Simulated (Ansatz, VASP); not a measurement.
ZnS: VASP beside Ansatz

Contents of INCAR:

```
SYSTEM = ZnS
PREC = Accurate
ENCUT = 520
EDIFF = 1E-6
ISMEAR = 0
SIGMA = 0.1
LREAL = .FALSE.
LASPH = .TRUE.
NELM = 100
ALGO = Normal
ISIF = 2
LWAVE = .FALSE.
LCHARG = .TRUE.
GGA = PE
LELF = .TRUE.
LVHAR = .TRUE.
NBANDS = 66
```

File KPOINTS:

```
regular mesh
0
G
  6 4 1
  0 0 0
```

The input POSCAR:

```
ZnS
1.0
    3.6593293375      0.0000000000      0.0000000000
   -0.2624113889      3.8510020955      0.0000000000
   -1.4840562556     -1.9896876360     17.6521922913
Zn S
6 6
Direct
    0.0424142806      0.3118765227      0.8335283800
    0.0421191047      0.7618595989      0.3344916950
    0.9575857194      0.6881234773      0.1664716200
    0.9578808953      0.2381404011      0.6655083050
    0.5000000000      0.0000000000      0.0000000000
    0.5000000000      0.5000000000      0.5000000000
    0.0254486088      0.8388009820      0.9102740987
    0.0286689493      0.3098870994      0.4117299311
    0.5079638362      0.8397430603      0.2509493423
    0.4920361638      0.1602569397      0.7490506577
    0.9745513912      0.1611990180      0.0897259013
    0.9713310507      0.6901129006      0.5882700689
```

Input for Ansatz:

```yaml
crystal:
  lattice:
    - [3.6593293375, 0.0, 0.0]
    - [-0.2624113889, 3.8510020955, 0.0]
    - [-1.4840562556, -1.989687636, 17.6521922913]
  atoms:
    - { symbol: Zn, position: [0.0424142806, 0.3118765227, 0.83352838] }
    - { symbol: Zn, position: [0.0421191047, 0.7618595989, 0.334491695] }
    - { symbol: Zn, position: [0.9575857194, 0.6881234773, 0.16647162] }
    - { symbol: Zn, position: [0.9578808953, 0.2381404011, 0.665508305] }
    - { symbol: Zn, position: [0.5, 0.0, 0.0] }
    - { symbol: Zn, position: [0.5, 0.5, 0.5] }
    - { symbol: S, position: [0.0254486088, 0.838800982, 0.9102740987] }
    - { symbol: S, position: [0.0286689493, 0.3098870994, 0.4117299311] }
    - { symbol: S, position: [0.5079638362, 0.8397430603, 0.2509493423] }
    - { symbol: S, position: [0.4920361638, 0.1602569397, 0.7490506577] }
    - { symbol: S, position: [0.9745513912, 0.161199018, 0.0897259013] }
    - { symbol: S, position: [0.9713310507, 0.6901129006, 0.5882700689] }
basis:
  ecutwfc: 420
kpoints:
  mp_grid: { grid: [6, 4, 1] }
hamiltonian:
  xc: pbe
scf:
  occupations: { method: gaussian, width: 0.1 }
  lower_state_search: "off"
output:
  forces: true
  stress: true
  eigenvalues: true
```

Change from the starting cell: the structure that the rattled cell fell into.

Alike in both runs: task single point; functional PBE; k mesh 6 × 4 × 1; occupations gaussian, width 0.1 eV; no spin polarisation.

|  | VASP | Ansatz |
| --- | --- | --- |
| version | VASP 6.6.1 | Ansatz 0.2.0 |
| potentials or method | VASP PAW PBE potentials, release 64 (Zn, S), cutoff 520 eV | scalar-relativistic, plane waves, PAW |
| valence electrons in the cell | 108 | 108 |

Ansatz gave:

```
gap on the k mesh at the Fermi level (eV)                     : 1.27
least direct gap on the mesh (eV)                             : 1.34
pressure (GPa)                                                : -0.1
traceless stress, the component that is largest in VASP (GPa) : 0.06
rms of the force components (eV/Å)                            : 0.015
```

Problem. What did VASP give for the same quantities?

Solution. gap on the k mesh at the Fermi level (eV): 1.29; least direct gap on the mesh (eV): 1.35; pressure (GPa): 0.1; traceless stress, the component that is largest in VASP (GPa): 0.09; rms of the force components (eV/Å): 0.015.

Atom by atom the forces differ by 0.005 eV/Å (rms over components).
